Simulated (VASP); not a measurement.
Set up this calculation in VASP 6.6.1, as the native input.

* Task: single point
* Functional: LDA
* Potentials or basis: VASP PAW LDA potentials, release 64 (Re, Os)
* Cutoff: 520 eV
* k mesh: 12 × 12 × 7
* Occupations: fermi-dirac, width 0.05 eV
* Spin: no spin polarisation
* Dipole correction: no
* Further INCAR settings: ALGO = Normal; EDIFF = 1e-06; NBANDS = 14

The structure of ReOs lies in POSCAR:

```
ReOs
1.0
    2.7573303527      0.0000000000      0.0000000000
   -1.3786651764      2.3879181321      0.0000000000
    0.0000000000      0.0000000000      4.3824281800
Re Os
1 1
Direct
    0.5866666667      0.2933333333      0.4400000000
    0.0800000000      0.0400000000      0.0600000000
```

This cell differs from its parent crystal: shortest bond scaled by 0.76.

The input as run:

INCAR

```
SYSTEM = ReOs
PREC = Accurate
ENCUT = 520
EDIFF = 1E-6
ISMEAR = -1
SIGMA = 0.05
LREAL = .FALSE.
LASPH = .TRUE.
NELM = 60
ALGO = Normal
ISIF = 2
LWAVE = .FALSE.
LCHARG = .FALSE.
NBANDS = 14
```

KPOINTS

```
regular mesh
0
G
  12 12 7
  0 0 0
```

Potentials or basis: VASP PAW LDA potentials, release 64 (Re, Os).

Launch:

```sh
$ cat potpaw_LDA.64/Re/POTCAR potpaw_LDA.64/Os/POTCAR > POTCAR
$ mpirun -np 1 vasp_std > vasp.out
```

It gave:

| Quantity | Value |
| --- | --- |
| Pressure | 61.2 GPa |
| Largest force | 14.020 eV/Å |
| Band gap on the k mesh | zero (an odd number of electrons rules out a gap without spin polarisation) |

Caveat: the cell differs from its parent crystal (shortest bond scaled by 0.76); the cell stands under pressure; spin-orbit coupling is left out, which moves the levels of the heavy elements; forces of over 1 eV/Å act on the atoms, so gaps and moduli don't describe the material at rest.

It took 2.7 min on 1 thread of Intel Xeon 8259CL (shared host), peak memory 0.25 GiB.
